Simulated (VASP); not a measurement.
Write the native input for VASP 6.6.1 that does the following.

```
Task                   : single point
Functional             : PBE
Potentials or basis    : VASP PAW PBE potentials, release 64 (Na_pv, Se)
Cutoff                 : 520 eV
k mesh                 : 8 × 8 × 8
Occupations            : gaussian, width 0.1 eV
Spin                   : no spin polarisation
Dipole correction      : no
Further INCAR settings : ALGO = Normal; EDIFF = 1e-06; NBANDS = 24
```

The structure of NaSe4 lies in POSCAR:

```
NaSe4
1.0
    5.0902067600      0.0000000000      0.0000000000
    0.0000000000      5.0902067600      0.0000000000
    0.0000000000      0.0000000000      5.0902067600
Na Se
1 4
Direct
    0.5000000000      0.5000000000      0.5000000000
    0.0000000000      0.5000000000      0.5000000000
    0.5000000000      0.0000000000      0.5000000000
    0.5000000000      0.5000000000      0.0000000000
    0.0000000000      0.0000000000      0.0000000000
```

These files were run (other wordings do the same):

INCAR

```
SYSTEM = NaSe4
ALGO = Normal
EDIFF = 1E-6
ENCUT = 520
GGA = PE
ISIF = 2
ISMEAR = 0
LASPH = .TRUE.
LCHARG = .TRUE.
LELF = .TRUE.
LREAL = .FALSE.
LVHAR = .TRUE.
LWAVE = .FALSE.
NBANDS = 24
NELM = 100
PREC = Accurate
SIGMA = 0.1
```

KPOINTS

```
k-points
0
G
  8 8 8
  0 0 0
```

Potentials or basis: VASP PAW PBE potentials, release 64 (Na_pv, Se).

The run is started by

```sh
$ cat potpaw_PBE.64/Na_pv/POTCAR potpaw_PBE.64/Se/POTCAR > POTCAR
$ mpirun -np 1 vasp_std > vasp.out
```

It gave:

```yaml
Pressure: 0.0 GPa
```

It took 2.2 min on 1 thread of AMD EPYC 7R43 64-Core Processor (Zen 3), on a shared host, peak memory 0.23 GiB.
